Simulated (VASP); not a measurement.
# GdN (P-6m2) in VASP: further runs, part 2 of 2

VASP 6.6.1.

### Step 4. Single point, PBEsol, collinear spin, ferromagnetic start (14.55 Å³/atom)

This run uses another cell than the first one, of 14.55 Å³/atom.

Input file INCAR:

```
  PREC = Accurate
  ENCUT = 520
  EDIFF = 1E-6
  ISMEAR = 0
  SIGMA = 0.05
  LREAL = F
  LASPH = T
  NELM = 150
  ALGO = Normal
  ISIF = 2
  LWAVE = F
  LCHARG = F
  ISPIN = 2
  MAGMOM = 7.52 0
  LORBIT = 11
  LMAXMIX = 6
  GGA = PS
  NBANDS = 22
```

Input file KPOINTS:

```
Automatic mesh
0
Gamma
  10 10 10
```

Input file POSCAR:

```
GdN
1.0
    3.3288484850      0.0000000000      0.0000000000
   -1.6644242425      2.8828673534      0.0000000000
    0.0000000000      0.0000000000      3.0320129374
Gd N
1 1
Direct
    0.0000000000      0.0000000000      0.0000000000
    0.6666666667      0.3333333333      0.5000000000
```

Potentials or basis: VASP PAW PBE potentials, release 64 (Gd, N).

Launch:

```bash
$ cat potpaw_PBE.64/Gd/POTCAR potpaw_PBE.64/N/POTCAR > POTCAR
$ mpirun -np 1 vasp_std > vasp.out
```

OUTCAR:

```text
PREC = Accurate
   ENCUT = 520
   EDIFF = 1E-6
   ISMEAR = 0
   LREAL = F
   LASPH = T
   NELM = 150
   ISIF = 2
   ISPIN = 2
   LORBIT = 11
   GGA = PS

 ion  position               nearest neighbor table
   1  0.000  0.000  0.000-   2 2.45   2 2.45   2 2.45   2 2.45   2 2.45   2 2.45
   2  0.667  0.333  0.500-   1 2.45   1 2.45   1 2.45   1 2.45   1 2.45   1 2.45

  LATTYP: Found a hexagonal cell.
 ALAT       =     3.3288484850
 C/A-ratio  =     0.9108293607

  Lattice vectors:

 A1 = (   3.3288484850,   0.0000000000,   0.0000000000)
 A2 = (  -1.6644242425,   2.8828673534,   0.0000000000)
 A3 = (   0.0000000000,   0.0000000000,   3.0320129374)

Analysis of symmetry for initial positions (statically):
=====================================================================
 Subroutine PRICEL returns:
 Original cell was already a primitive cell.

 Routine SETGRP: Setting up the symmetry group for a
 hexagonal supercell.

[... 1391 lines left out ...]
     21      15.8224      0.00000
     22      18.5104      0.00000

 [... further k-points ...]

------------------------ aborting loop because EDIFF is reached ----------------------------------------

  FORCE on cell =-STRESS in cart. coord.  units (eV):
  Direction    XX          YY          ZZ          XY          YZ          ZX
  --------------------------------------------------------------------------------------
  -------------------------------------------------------------------------------------
  Total        0.5894850      0.5894850      0.6198325      0.0000000      0.0000000      0.0000000
  in kB       32.4588877     32.4588878     34.1299138      0.0000000      0.0000000      0.0000000
  external PRESSURE =      33.0158964 kB  Pullay stress =       0.0000000 kB

 VOLUME and BASIS-vectors are now :
 -----------------------------------------------------------------------------
  energy-cutoff  :      520.00
  volume of cell :       29.10
      direct lattice vectors                 reciprocal lattice vectors
     3.328848485  0.000000000  0.000000000     0.300404180  0.173438434  0.000000000
    -1.664424242  2.882867353  0.000000000     0.000000000  0.346876869  0.000000000
     0.000000000  0.000000000  3.032012937     0.000000000  0.000000000  0.329813896

 POSITION                                       TOTAL-FORCE (eV/Angst)
 -----------------------------------------------------------------------------------
      0.00000      0.00000      0.00000         0.000000      0.000000      0.000000
      1.66442      0.96096      1.51601         0.000000     -0.000000      0.000000
 -----------------------------------------------------------------------------------
    total drift:                                0.000000     -0.000000      0.000000

  FREE ENERGIE OF THE ION-ELECTRON SYSTEM (eV)
  ---------------------------------------------------
  free  energy   TOTEN  =       -23.2535630891 eV

  energy  without entropy=      -23.2534257336  energy(sigma->0) =      -23.25349441

 total charge

# of ion       s       p       d       f       tot
--------------------------------------------------
    1        2.044   5.626   0.606   7.027  15.303
    2        1.242   2.402   0.000   0.000   3.644
--------------------------------------------------
tot          3.286   8.028   0.606   7.027  18.947

 magnetization (x)

# of ion       s       p       d       f       tot
--------------------------------------------------
    1        0.000  -0.065   0.089   6.769   6.794
    2       -0.005  -0.043   0.000   0.000  -0.048
--------------------------------------------------
tot         -0.005  -0.107   0.089   6.769   6.745
```

OSZICAR:

```text
N       E                     dE             d eps       ncg     rms          rms(c)
DAV:   1     0.127850026225E+03    0.12785E+03   -0.82493E+03 10212   0.545E+03
DAV:   2    -0.600901978898E+01   -0.13386E+03   -0.11544E+03 10072   0.445E+02
DAV:   3    -0.222805572794E+02   -0.16272E+02   -0.15828E+02 10580   0.116E+02
[... 32 lines left out ...]
DAV:  36    -0.232535893475E+02   -0.30191E-04   -0.57240E-04 11634   0.256E-01    0.114E+00
DAV:  37    -0.232535664110E+02    0.22936E-04   -0.64481E-05 12668   0.348E-01    0.731E-01
DAV:  38    -0.232535661469E+02    0.26409E-06   -0.48633E-05 11142   0.208E-01    0.453E-01
DAV:  39    -0.232535613684E+02    0.47786E-05   -0.42081E-05 10914   0.355E-01    0.189E-01
DAV:  40    -0.232535630107E+02   -0.16423E-05   -0.15619E-05 13398   0.978E-02    0.447E-02
DAV:  41    -0.232535630891E+02   -0.78471E-07   -0.38240E-07  5996   0.170E-02
   1 F= -.23253563E+02 E0= -.23253494E+02  d E =-.137356E-03  mag=     7.0000
```

stdout:

```text
POSCAR found type information on POSCAR GdN
 POSCAR found :  2 types and       2 ions
 scaLAPACK will be used
 -----------------------------------------------------------------------------
|                                                                             |
|                                                                             |
|     You enforced a specific xc type in the INCAR file but a different       |
|     I HOPE YOU KNOW WHAT YOU ARE DOING!                                     |
|                                                                             |
 -----------------------------------------------------------------------------

 LDA part: xc-table for (Slater+PW92), standard interpolation
 POSCAR, INCAR and KPOINTS ok, starting setup
 FFT: planning ... GRIDC
 FFT: planning ... GRID_SOFT
 FFT: planning ... GRID
 WAVECAR not read
 entering main loop
```

Wall time 3.5 min (1 thread of Intel Xeon Platinum 8488C (Sapphire Rapids), shared host); peak memory 0.25 GiB.

Results:

```yaml
Free_energy: -23.2536 eV
Pressure: 3.3 GPa
Band_gap_on_the_k_mesh: zero (filled and empty bands overlap)
Net_moment: 7.00 μB per cell
Site_moments: Gd +6.79; N -0.05 μB
Valence_electrons_inside_the_program's_atomic_spheres: Gd 15.30; N 3.64
```

Caveat: the cell stands under pressure; the PAW data sets were made with another functional, which shifts forces and pressure a little; spin-orbit coupling is left out, which moves the levels of the heavy elements; a cell with one magnetic atom can't hold antiferromagnetic order, which such compounds often take; semilocal functionals describe open f shells poorly, which spoils levels, moments and volumes. The state reached can hang on the start; a lower one may exist.

### Step 5. Overview

| task | cell | cutoff (eV) | gap on the mesh (eV) | pressure (GPa) | moment (μB) |
| --- | --- | --- | --- | --- | --- |
| relaxation of shape and atoms at fixed volume | relaxed from a = 3.306, b = 3.306, c = 3.011 Å, angles 90.0, 90.0, 120.0°, 2 atoms | 600 | none | 6.6 | 7.00 |
| single point | a = 3.304, b = 3.304, c = 3.014 Å, angles 90.0, 90.0, 120.0°, 2 atoms | 520 | none | 6.6 | 7.00 |
| single point | a = 3.329, b = 3.329, c = 3.032 Å, angles 90.0, 90.0, 120.0°, 2 atoms | 520 | none | 3.3 | 7.00 |

Alike in all rows: level PBEsol; potentials or basis VASP PAW PBE potentials, release 64 (Gd, N); spin collinear, ferromagnetic start; k mesh 10 × 10 × 10; smearing gaussian 0.05 eV.

Caveats: the PAW data sets were made with another functional, which shifts forces and pressure a little; spin-orbit coupling is left out, which moves the levels of the heavy elements; a cell with one magnetic atom can't hold antiferromagnetic order, which such compounds often take; semilocal functionals describe open f shells poorly, which spoils levels, moments and volumes; the cell stands under pressure (at least some runs).

Absolute energies hang on the potentials; compare differences alone.
